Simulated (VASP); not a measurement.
# CaS (Oldhamite) in VASP: a series of runs, part 2 of 2

VASP 6.6.1. The steps go on from the part before.

## Step 6: Single point, LDA (z stretched by -0.5 %, x and y held)

File INCAR:

```
  ALGO = Normal
  EDIFF = 1E-6
  ENCUT = 500
  GGA = CA
  GGA_COMPAT = False
  ISIF = 2
  ISMEAR = 0
  LASPH = True
  LCHARG = False
  LREAL = False
  LWAVE = False
  NBANDS = 15
  NELM = 120
  PREC = Accurate
  SIGMA = 0.01
```

File KPOINTS:

```
k-points
0
Gamma
  6 6 6
```

File POSCAR:

```
CaS
1.0
    0.0000000000      2.7822163075      2.7683052259
    2.7822163075      0.0000000000      2.7683052259
    2.7822163075      2.7822163075      0.0000000000
Ca S
1 1
Direct
    0.0000000000      0.0000000000      0.0000000000
    0.5000000000      0.5000000000      0.5000000000
```

Potentials or basis: VASP PAW LDA potentials, release 64 (Ca_sv, S).

Launch:

```bash
$ cat potpaw_LDA.64/Ca_sv/POTCAR potpaw_LDA.64/S/POTCAR > POTCAR
$ mpirun -np 1 vasp_std > vasp.out
```

OUTCAR:

```text
EDIFF = 1E-6
   ENCUT = 500
   GGA = CA
   ISIF = 2
   ISMEAR = 0
   LASPH = True
   LREAL = False
   NELM = 120
   PREC = Accurate

 ion  position               nearest neighbor table
   1  0.000  0.000  0.000-   2 2.77   2 2.77   2 2.78   2 2.78   2 2.78   2 2.78
   2  0.500  0.500  0.500-   1 2.77   1 2.77   1 2.78   1 2.78   1 2.78   1 2.78

  LATTYP: Found a body centered tetragonal cell.
 ALAT       =     3.9346480355
 C/A-ratio  =     1.4071424945

  Lattice vectors:

 A1 = (   0.0000000000,  -2.7822163075,  -2.7683052259)
 A2 = (   0.0000000000,   2.7822163075,  -2.7683052259)
 A3 = (   2.7822163075,   0.0000000000,   2.7683052259)

Analysis of symmetry for initial positions (statically):
=====================================================================
 Subroutine PRICEL returns:
 Original cell was already a primitive cell.

 Routine SETGRP: Setting up the symmetry group for a
 body centered tetragonal supercell.

 Subroutine GETGRP returns: Found 16 space group operations
 (whereof 16 operations were pure point group operations)
 out of a pool of 16 trial point group operations.

[... 167 lines left out ...]
 fundamental gap:      1.9398476351
 Fermi energy:         3.2839648558

 k-point     1 :       0.0000    0.0000    0.0000
  band No.  band energies     occupation
      1     -35.3796      2.00000
      2     -16.6668      2.00000
      3     -16.6668      2.00000
      4     -16.6668      2.00000
      5      -8.4302      2.00000
      6       3.1190      2.00000
      7       3.1190      2.00000
      8       3.1264      2.00000
      9       7.0371      0.00000
     10       7.0371      0.00000
     11       7.0765      0.00000
     12       7.4815      0.00000
     13       7.7507      0.00000
     14       7.7778      0.00000
[... 401 lines left out ...]
      2     -16.8357      2.00000
      3     -16.7529      2.00000
      4     -16.7238      2.00000
      5      -7.6366      2.00000
      6       0.6295      2.00000
      7       1.6518      2.00000
      8       2.1203      2.00000
      9       5.9282      0.00000
     10       9.1707      0.00000
     11       9.7520      0.00000
     12       9.8510      0.00000
     13      10.0299      0.00000
     14      10.2678      0.00000
     15      13.0395      0.00000

 [... further k-points ...]
[... 5 lines left out ...]
  --------------------------------------------------------------------------------------
  -------------------------------------------------------------------------------------
  Total        0.1012015      0.1012015      0.2868519      0.0000000      0.0000000      0.0000000
  in kB        3.7833070      3.7833070     10.7236499      0.0000000      0.0000000      0.0000000
  external PRESSURE =       6.0967546 kB  Pullay stress =       0.0000000 kB

 VOLUME and BASIS-vectors are now :
 -----------------------------------------------------------------------------
  energy-cutoff  :      500.00
  volume of cell :       42.86
      direct lattice vectors                 reciprocal lattice vectors
     0.000000000  2.782216308  2.768305226    -0.179712842  0.179712842  0.180615922
     2.782216308  0.000000000  2.768305226     0.179712842 -0.179712842  0.180615922
     2.782216308  2.782216308  0.000000000     0.179712842  0.179712842 -0.180615922

 POSITION                                       TOTAL-FORCE (eV/Angst)
 -----------------------------------------------------------------------------------
      0.00000      0.00000      0.00000         0.000000     -0.000000      0.000000
      2.78222      2.78222      2.76831        -0.000000      0.000000     -0.000000
 -----------------------------------------------------------------------------------
    total drift:                               -0.000000      0.000000      0.000000

  FREE ENERGIE OF THE ION-ELECTRON SYSTEM (eV)
  ---------------------------------------------------
  free  energy   TOTEN  =       -11.4315199425 eV

  energy  without entropy=      -11.4315199425  energy(sigma->0) =      -11.43151994
```

OSZICAR:

```text
N       E                     dE             d eps       ncg     rms          rms(c)
DAV:   1     0.106789210646E+03    0.10679E+03   -0.76316E+03   900   0.986E+02
DAV:   2    -0.718672781603E+01   -0.11398E+03   -0.10812E+03  1082   0.250E+02
DAV:   3    -0.115418879167E+02   -0.43552E+01   -0.43233E+01  1210   0.474E+01
DAV:   4    -0.117240632510E+02   -0.18218E+00   -0.18209E+00  1300   0.856E+00
DAV:   5    -0.117253747102E+02   -0.13115E-02   -0.13114E-02  1210   0.792E-01    0.527E+00
DAV:   6    -0.114673259154E+02    0.25805E+00   -0.34377E-01  1103   0.313E+00    0.346E+00
DAV:   7    -0.114349674053E+02    0.32359E-01   -0.82623E-02  1181   0.192E+00    0.167E+00
DAV:   8    -0.114317584369E+02    0.32090E-02   -0.11992E-02  1103   0.992E-01    0.255E-01
DAV:   9    -0.114314884325E+02    0.27000E-03   -0.82401E-04  1104   0.302E-01    0.641E-02
DAV:  10    -0.114315163667E+02   -0.27934E-04   -0.13650E-04  1324   0.859E-02    0.185E-02
DAV:  11    -0.114315199424E+02   -0.35757E-05   -0.10376E-05  1047   0.319E-02    0.656E-03
DAV:  12    -0.114315199425E+02   -0.80718E-10   -0.23123E-07   702   0.399E-03
   1 F= -.11431520E+02 E0= -.11431520E+02  d E =-.412926-112
```

stdout:

```text
POSCAR found type information on POSCAR CaS
 POSCAR found :  2 types and       2 ions
 scaLAPACK will be used
 LDA part: xc-table for (Slater(with rela. corr.)+CA(PZ))
 , standard interpolation
 POSCAR, INCAR and KPOINTS ok, starting setup
 FFT: planning ... GRIDC
 FFT: planning ... GRID_SOFT
 FFT: planning ... GRID
 WAVECAR not read
 entering main loop
```

It took 36 s on 1 thread of Intel Xeon 8259CL, shared host; peak memory 0.15 GiB.

Results:

```yaml
Free_energy: -11.4315 eV
Pressure: 0.6 GPa
Band_gap_on_the_k_mesh: 1.94 eV, indirect (least direct gap 2.81 eV)
```

Caveat: the cell differs from its parent crystal (z stretched by -0.5 %, x and y held). A k mesh can miss the band edges.

## Step 7: Summary

| cell | gap on the mesh (eV) | pressure (GPa) |
| --- | --- | --- |
| a = 3.935 Å, angles 60.0°, 2 atoms | 1.96 | 0.2 |
| a = 3.915 Å, angles 60.0°, 2 atoms | 1.92 | 1.3 |
| a = 3.954 Å, angles 60.0°, 2 atoms | 2.00 | -0.7 |
| a = 3.925, b = 3.925, c = 3.935 Å, angles 59.9, 59.9, 60.2°, 2 atoms | 1.94 | 0.6 |

Alike in all rows: task single point; level LDA; potentials or basis VASP PAW LDA potentials, release 64 (Ca_sv, S); no spin polarisation; k mesh 6 × 6 × 6; cutoff (eV) 500; smearing gaussian 0.01 eV.

Absolute energies hang on the potentials; compare differences alone.
